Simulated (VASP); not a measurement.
# Hf2Ti2Ge3 (P-6m2) in VASP: single point with PBE

Aim: the single point of Hf2Ti2Ge3 with PBE.

Everything below comes from runs of VASP 6.6.1. Logs are shortened: lines on timing, memory, paths and dates and some standing lists are left out, and cuts for length are marked.

### Step 1. The cell of the first run

It takes space group P-6m2 (No. 187, hexagonal). The conventional cell has a = 6.319 Å, b = 6.319 Å, c = 5.107 Å, α = 90.00°, β = 90.00°, γ = 120.00°. Hf (site symmetry 3m) has 2 Hf at 2.54 to 2.56 Å within 3.4 Å. Within 3.0 Å of Ti (site symmetry -6m2) lie 3 Ge at 2.27 Å and 2 Ti at 2.55 Å. Within 3.4 Å of Ti (site symmetry -6m2) lie 2 Ti at 2.55 Å. Ge (site symmetry mm2) has 1 Ti at 2.27 Å and 2 Ge at 2.39 Å within 3.0 Å.

### Step 2. Single point, PBE

File INCAR:

```
SYSTEM = Hf2Ti2Ge3
  PREC = Accurate
  ENCUT = 520
  EDIFF = 1E-6
  ISMEAR = 0
  SIGMA = 0.2
  LREAL = .False.
  LASPH = .True.
  NELM = 100
  ALGO = Fast
  ISIF = 2
  LWAVE = .False.
  LCHARG = .True.
  GGA = PE
  LELF = .True.
  LVHAR = .True.
  NBANDS = 52
```

File KPOINTS:

```
regular mesh
0
Gamma
  3 3 4
  0 0 0
```

File POSCAR:

```
Hf2Ti2Ge3
1.0
    6.3192876200      0.0000000000      0.0000000000
   -3.1596438100      5.4726636127      0.0000000000
    0.0000000000      0.0000000000      5.1065249557
Hf Ti Ge
2 2 3
Direct
    0.6666666667      0.3333333333      0.2509043758
    0.6666666667      0.3333333333      0.7490956242
    0.3333333333      0.6666666667      0.5000000000
    0.3333333333      0.6666666667      0.0000000000
    0.1260965410      0.8739034590      0.5000000000
    0.1260965410      0.2521930821      0.5000000000
    0.7478069179      0.8739034590      0.5000000000
```

Potentials or basis: VASP PAW PBE potentials, release 64 (Hf_pv, Ti_sv, Ge_d).

On the command line:

```
cat potpaw_PBE.64/Hf_pv/POTCAR potpaw_PBE.64/Ti_sv/POTCAR potpaw_PBE.64/Ge_d/POTCAR > POTCAR
mpirun -np 1 vasp_std > vasp.out
```

OUTCAR:

```text
SYSTEM = Hf2Ti2Ge3
   PREC = Accurate
   ENCUT = 520
   EDIFF = 1E-6
   ISMEAR = 0
   LREAL = .False.
   LASPH = .True.
   NELM = 100
   ISIF = 2
   GGA = PE

 ion  position               nearest neighbor table
   1  0.667  0.333  0.251-   2 2.54   2 2.56
   2  0.667  0.333  0.749-   1 2.54   1 2.56
   3  0.333  0.667  0.500-   6 2.27   5 2.27   7 2.27   4 2.55   4 2.55
   4  0.333  0.667  0.000-   3 2.55   3 2.55
   5  0.126  0.874  0.500-   3 2.27   6 2.39   7 2.39
   6  0.126  0.252  0.500-   3 2.27   5 2.39   7 2.39
   7  0.748  0.874  0.500-   3 2.27   6 2.39   5 2.39

  LATTYP: Found a hexagonal cell.
 ALAT       =     6.3192876200
 C/A-ratio  =     0.8080855411

  Lattice vectors:

 A1 = (   6.3192876200,   0.0000000000,   0.0000000000)
 A2 = (  -3.1596438100,   5.4726636127,   0.0000000000)
 A3 = (   0.0000000000,   0.0000000000,   5.1065249557)

Analysis of symmetry for initial positions (statically):
=====================================================================
 Subroutine PRICEL returns:
 Original cell was already a primitive cell.

 Routine SETGRP: Setting up the symmetry group for a
 hexagonal supercell.

 Subroutine GETGRP returns: Found 12 space group operations
 (whereof 12 operations were pure point group operations)
 out of a pool of 24 trial point group operations.

The static configuration has the point symmetry D_3h.

Analysis of symmetry for dynamics (positions and initial velocities):
=====================================================================
 Subroutine PRICEL returns:
 Original cell was already a primitive cell.

 Routine SETGRP: Setting up the symmetry group for a
 hexagonal supercell.

 Subroutine GETGRP returns: Found 12 space group operations
 (whereof 12 operations were pure point group operations)
 out of a pool of 24 trial point group operations.

The dynamic configuration has the point symmetry D_3h.

 Subroutine INISYM returns: Found 12 space group operations
 (whereof 12 operations are pure point group operations),
 and found     1 'primitive' translations

----------------------------------------------------------------------------------------

                                     Primitive cell

  volume of cell :     176.6007

  direct lattice vectors                    reciprocal lattice vectors
[... 85 lines left out ...]
   IBRION =     -1    ionic relax: 0-MD 1-quasi-New 2-CG
   NFREE  =      0    steps in history (QN), initial steepest desc. (CG)
   ISIF   =      2    stress and relaxation
   ISYM   =      2    0-nonsym 1-usesym 2-fastsym
   POTIM  = 0.5000    time-step for ionic-motion
   TEBEG  =    0.0;   TEEND  =   0.0 temperature during run
   PSTRESS=    0.0 pullay stress
   NELECT =      86.0000    total number of electrons
   NUPDOWN=      -1.0000    fix difference up-down
   EMIN   =  10.00;   EMAX   =-10.00  energy-range for DOS
   EFERMI =   0.00;   METHOD = LEGACY
   ISMEAR =     0;   SIGMA  =   0.20  broadening in eV -4-tet -1-fermi 0-gaus
   EFERMI_NEDOS =   21; number of points for ismear=-14 and -15
   IALGO  =     68    algorithm
   IMIX   =      4    mixing-type and parameters
     AMIX     =   0.40;   BMIX     =  1.00
     AMIX_MAG =   1.60;   BMIX_MAG =  1.00
  volume/ion in A,a.u.               =      25.23       170.25
  Fermi-wavevector in a.u.,A,eV,Ry     =   1.287983  2.433935 22.570715  1.658901
  Thomas-Fermi vector in A             =   2.419965
   LORBIT       =      0    0 simple, 1 ext, 2 COOP (PROOUT), +10 PAW based schemes
   GGA     = PE    functional components
   LHFCALC =     F    Hartree Fock is set to
   AEXX    =    0.0000 exact exchange contribution
   IVDW    =     0    specifies the selected vdW correction
   LEPSILON=     F    determine dielectric tensor
   LRPA    =     F    only Hartree local field effects (RPA)
 non-spin polarized calculation
 RMM-DIIS sequential band-by-band and
 Gauss-broadening in eV      SIGMA  =   0.20
  energy-cutoff  :      520.00
  volume of cell :      176.60
 maximum number of plane-waves:      4779
 NGX is ok and might be reduce to    48
   NGX = 23   NGY = 23   NGZ = 19

 number of electron      86.0000039 magnetization

 Free energy of the ion-electron system (eV)
  ---------------------------------------------------
  ext. energy  EPLUGINS =         0.00000000
  ---------------------------------------------------
  free energy    TOTEN  =       -42.83887879 eV

  energy without entropy =      -42.71708741  energy(sigma->0) =      -42.77798310

 E-fermi :   4.1912     XC(G=0):  -9.7709

 val. band max:        4.1767172225   @ k =   0.3333   0.3333   0.2500
 cond. band min:       4.1920881838   @ k =   0.3333   0.3333   0.0000
 fundamental gap:      0.0153709613
 Fermi energy:         4.1912117954

 k-point     1 :       0.0000    0.0000    0.0000
  band No.  band energies     occupation
      1     -53.2419      2.00000
      2     -52.0939      2.00000
      3     -29.6000      2.00000
      4     -29.5453      2.00000
      5     -29.5453      2.00000
      6     -28.5649      2.00000
[... 484 lines left out ...]
     51       5.6820      0.00000
     52       5.8819      0.00000

------------------------ aborting loop because EDIFF is reached ----------------------------------------

  FORCE on cell =-STRESS in cart. coord.  units (eV):
  Direction    XX          YY          ZZ          XY          YZ          ZX
  --------------------------------------------------------------------------------------
  -------------------------------------------------------------------------------------
  Total       -0.1656067     -0.1656067      0.1198873      0.0000000      0.0000000      0.0000000
  in kB       -1.5024367     -1.5024367      1.0876555      0.0000000      0.0000000      0.0000000
  external PRESSURE =      -0.6390726 kB  Pullay stress =       0.0000000 kB

 VOLUME and BASIS-vectors are now :
 -----------------------------------------------------------------------------
  energy-cutoff  :      520.00
  volume of cell :      176.60
      direct lattice vectors                 reciprocal lattice vectors
     6.319287620  0.000000000  0.000000000     0.158245685  0.091363189  0.000000000
    -3.159643810  5.472663613  0.000000000     0.000000000  0.182726378  0.000000000
     0.000000000  0.000000000  5.106524956     0.000000000  0.000000000  0.195827889

 POSITION                                       TOTAL-FORCE (eV/Angst)
 -----------------------------------------------------------------------------------
      3.15964      1.82422      1.28125         0.000000     -0.000000      0.007673
      3.15964      1.82422      3.82528         0.000000     -0.000000     -0.007673
     -0.00000      3.64844      2.55326         0.000000     -0.000000     -0.000000
     -0.00000      3.64844      0.00000         0.000000     -0.000000     -0.000000
     -1.96438      4.78258      2.55326        -0.032408      0.018711      0.000000
     -0.00000      1.38017      2.55326         0.000000     -0.037421     -0.000000
      1.96438      4.78258      2.55326         0.032408      0.018711      0.000000
 -----------------------------------------------------------------------------------
    total drift:                                0.000003     -0.000002     -0.000000

  FREE ENERGIE OF THE ION-ELECTRON SYSTEM (eV)
  ---------------------------------------------------
  free  energy   TOTEN  =       -42.8388787928 eV

  energy  without entropy=      -42.7170874081  energy(sigma->0) =      -42.77798310
```

OSZICAR:

```text
N       E                     dE             d eps       ncg     rms          rms(c)
DAV:   1     0.108894006190E+04    0.10889E+04   -0.42775E+04  1188   0.326E+03
DAV:   2     0.155332796550E+03   -0.93361E+03   -0.91207E+03   936   0.936E+02
DAV:   3    -0.206479907079E+02   -0.17598E+03   -0.17156E+03  1104   0.249E+02
[... 12 lines left out ...]
RMM:  61    -0.428388771864E+02   -0.37042E-05   -0.21707E-05  1243   0.154E-02    0.219E-02
RMM:  62    -0.428388774172E+02   -0.23088E-06   -0.14958E-05  1114   0.137E-02    0.196E-02
RMM:  63    -0.428388781330E+02   -0.71571E-06   -0.14590E-05  1184   0.132E-02    0.186E-02
RMM:  64    -0.428388785823E+02   -0.44932E-06   -0.11637E-05  1072   0.126E-02    0.173E-02
RMM:  65    -0.428388796963E+02   -0.11140E-05   -0.11658E-05  1107   0.125E-02    0.186E-02
RMM:  66    -0.428388787928E+02    0.90348E-06   -0.97629E-06  1195   0.131E-02
   1 F= -.42838879E+02 E0= -.42777983E+02  d E =-.121791E+00
```

Run time: 6.1 min. Hardware: 1 thread of Intel Xeon 6975P-C (Granite Rapids), shared host; peak memory 0.35 GiB.

Results:

```yaml
Free_energy: -42.8389 eV
Pressure: -0.1 GPa
Largest_force: 0.037 eV/Å
Band_gap_on_the_k_mesh: zero (band 43 reaches 4.54 eV, above the bottom of band 44 at 3.95 eV)
```

Forces in eV/Å, atoms in the order of the input:
```
Hf   0.000  0.000  0.008
Hf   0.000  0.000 -0.008
Ti   0.000  0.000  0.000
Ti   0.000  0.000  0.000
Ge  -0.032  0.019  0.000
Ge   0.000 -0.037  0.000
Ge   0.032  0.019  0.000
```

Caveat: the k points lie up to 0.38 Å⁻¹ apart; spin-orbit coupling is left out, which moves the levels of the heavy elements.
